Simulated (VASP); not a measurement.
Write the native input for VASP 6.6.1 that does the following.

| Quantity | Value |
| --- | --- |
| Task | single point |
| Functional | PBE |
| Potentials or basis | VASP PAW PBE potentials, release 64 (Hf_pv) |
| Cutoff | 520 eV |
| k mesh | 16 × 16 × 15 |
| Occupations | fermi-dirac, width 0.1 eV |
| Spin | no spin polarisation |
| Dipole correction | no |
| k mesh for the DOS | 24 × 24 × 23 |
| Occupations for the DOS | tetrahedron |
| Further INCAR settings | ALGO = Normal; EDIFF = 1e-06 |

The system is Hf.

```
Hf
1.0
     2.29020    0.00000    0.00000
    -1.14510    1.98337    0.00000
     0.00000    0.00000    2.21173
Hf
1
Direct
  0.00000 0.00000 0.00000
```

This isn't the form of Hf at room conditions, which is hcp.

One way to write it, as run:

POSCAR

```
Hf
1.0
    2.2901952670      0.0000000000      0.0000000000
   -1.1450976335      1.9833672808      0.0000000000
    0.0000000000      0.0000000000      2.2117279581
Hf
1
Direct
    0.0000000000      0.0000000000      0.0000000000
```

INCAR.step1

```
  ALGO = Normal
  EDIFF = 1E-6
  ENCUT = 520
  GGA = PE
  ISIF = 2
  ISMEAR = -1
  LASPH = T
  LCHARG = T
  LMAXMIX = 4
  LREAL = F
  LWAVE = F
  NBANDS = 11
  NELM = 60
  PREC = Accurate
  SIGMA = 0.1
```

KPOINTS.step1

```
k-points
0
Gamma
  16 16 15
```

INCAR.step2

```
  ALGO = Normal
  EDIFF = 1E-6
  ENCUT = 520
  GGA = PE
  ICHARG = 11
  ISIF = 2
  ISMEAR = -5
  LASPH = T
  LCHARG = F
  LMAXMIX = 4
  LORBIT = 11
  LREAL = F
  LWAVE = F
  NEDOS = 2001
  NELM = 60
  PREC = Accurate
  SIGMA = 0.1
```

KPOINTS.step2

```
k-points
0
Gamma
  24 24 23
```

Potentials or basis: VASP PAW PBE potentials, release 64 (Hf_pv).

Run with:

```sh
$ cat potpaw_PBE.64/Hf_pv/POTCAR > POTCAR
$ cp INCAR.step1 INCAR
$ cp KPOINTS.step1 KPOINTS
$ mpirun -np 1 vasp_std > vasp.out
$ cp INCAR.step2 INCAR
$ cp KPOINTS.step2 KPOINTS
$ mpirun -np 1 vasp_std > vasp.out
```

Run time: 80 s on 1 thread of Intel Xeon 8259CL (shared host), peak memory 0.2 GiB.
